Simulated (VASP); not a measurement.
HfC, 2 atoms in the cell. Symmetry: I4/mmm, No. 139, tetragonal system. Conventional cell: a = 3.461 Å, b = 3.461 Å, c = 4.650 Å, α = 90.00°, β = 90.00°, γ = 90.00°. Within 3.1 Å of Hf (site symmetry 4/mmm) lie 6 C at 2.33 to 2.45 Å. C (site symmetry 4/mmm) has 6 Hf at 2.33 to 2.45 Å within 3.1 Å.  This cell differs from its parent crystal: strain +0.0525 x Voigt [1, 1, 0, 0, 0, 0].

- Program: VASP 6.6.1
- Task: single point
- Functional: PBEsol
- Potentials or basis: VASP PAW PBE potentials, release 64 (Hf_pv, C)
- Cutoff: 520 eV
- k mesh: 18 × 18 × 18
- Occupations: gaussian, width 0.15 eV
- Spin: no spin polarisation
- Dipole correction: no
- Further INCAR settings: ALGO = Normal; EDIFF = 1e-06; NBANDS = 14

Potentials or basis: VASP PAW PBE potentials, release 64 (Hf_pv, C).

Run with:

```console
$ cat potpaw_PBE.64/Hf_pv/POTCAR potpaw_PBE.64/C/POTCAR > POTCAR
$ mpirun -np 1 vasp_std > vasp.out
```

Hardware: 1 thread of Intel(R) Xeon(R) Platinum 8375C CPU @ 2.90GHz (Ice Lake), with other jobs on the host.

Task: How long does it take, and how much memory?

Result: It took 2.2 min on 1 thread of Intel(R) Xeon(R) Platinum 8375C CPU @ 2.90GHz (Ice Lake), on a shared host, peak memory 0.31 GiB. Counts: scf iterations 12, k points 480.
